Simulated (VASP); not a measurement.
# AgRh: relaxation of volume and atoms at fixed shape with LDA

AgRh:

```
Ag Rh
1.0
     2.77759    0.00000    0.00000
    -1.38879    2.40546    0.00000
     0.00000    0.00000    4.80860
Ag Rh
1 1
Direct
  0.00000 0.00000 0.50000
  0.66667 0.33333 0.00000
```

```json
{
  "Program": "VASP 6.6.1",
  "Task": "relaxation of volume and atoms at fixed shape",
  "Functional": "LDA",
  "Potentials or basis": "VASP PAW LDA potentials, release 64 (Ag, Rh_pv)",
  "Cutoff": "500 eV",
  "k mesh": "8 × 8 × 4",
  "Occupations": "fermi-dirac, width 0.05 eV",
  "Spin": "no spin polarisation",
  "Dipole correction": "no",
  "Further INCAR settings": "ALGO = Normal; EDIFF = 1e-07; IBRION = 2; EDIFFG = -0.02; NSW = 80; ISIF = 8"
}
```

```yaml
Relaxed_volume: 14.65 Å³/atom
Relaxed_cell: a = 2.694 Å, b = 2.694 Å, c = 4.663 Å, α = 90.00°, β = 90.00°, γ = 120.00°
Space_group_after_relaxing_to_0.1_Å: P-6m2 (No. 187)
Energy_gained_by_relaxing: 74.0 meV/atom
Ionic_steps: 4
Pressure_after_relaxing: -0.2 GPa
Band_gap_on_the_k_mesh: zero (bands 13 and 14 overlap by 1.60 eV)
```

Stress tensor (GPa, compression positive):
```
 0.88  0.00  0.00
 0.00  0.88  0.00
 0.00  0.00 -2.24
```

Step by step:
```
step  energy change (eV)  largest force (eV/Å)  pressure (GPa)  volume (Å³)
   1              0.0000                0.0000          -15.10        32.13
   2              0.2585                0.0000           40.63        25.59
   3             -0.1478                0.0000           -0.71        29.38
   4             -0.1480                0.0000           -0.16        29.31
```

Final structure:
```
CELL_PARAMETERS angstrom
2.69376 0.00000 0.00000
-1.34688 2.33286 0.00000
0.00000 0.00000 4.66347
ATOMIC_POSITIONS crystal
Ag 0.00000 0.00000 0.50000
Rh 0.66667 0.33333 0.00000
```

Levels at points of the mesh, in eV from the Fermi level:
| k point | band 10 | band 11 | band 12 | band 13 | band 14 | band 15 | band 16 | band 17 |
| --- | --- | --- | --- | --- | --- | --- | --- | --- |
| (0.00, 0.00, 0.00) | -3.26 | -2.07 | -2.07 | -0.09 | 0.14 | 0.14 | 5.95 | 16.80 |
| (0.50, 0.00, 0.00) | -2.18 | -1.93 | -0.08 | 1.32 | 2.00 | 4.32 | 8.96 | 9.11 |
| (0.00, 0.00, 0.50) | -3.39 | -2.92 | -1.80 | -1.80 | 0.09 | 0.09 | 12.23 | 13.30 |
| (0.50, 0.00, 0.50) | -1.87 | -0.71 | -0.23 | 1.32 | 1.62 | 2.56 | 7.09 | 8.68 |

Wall time 38 s on 1 thread of Intel(R) Xeon(R) Platinum 8259CL CPU @ 2.50GHz (Skylake/Cascade Lake), with other jobs on the host, peak memory 0.14 GiB.
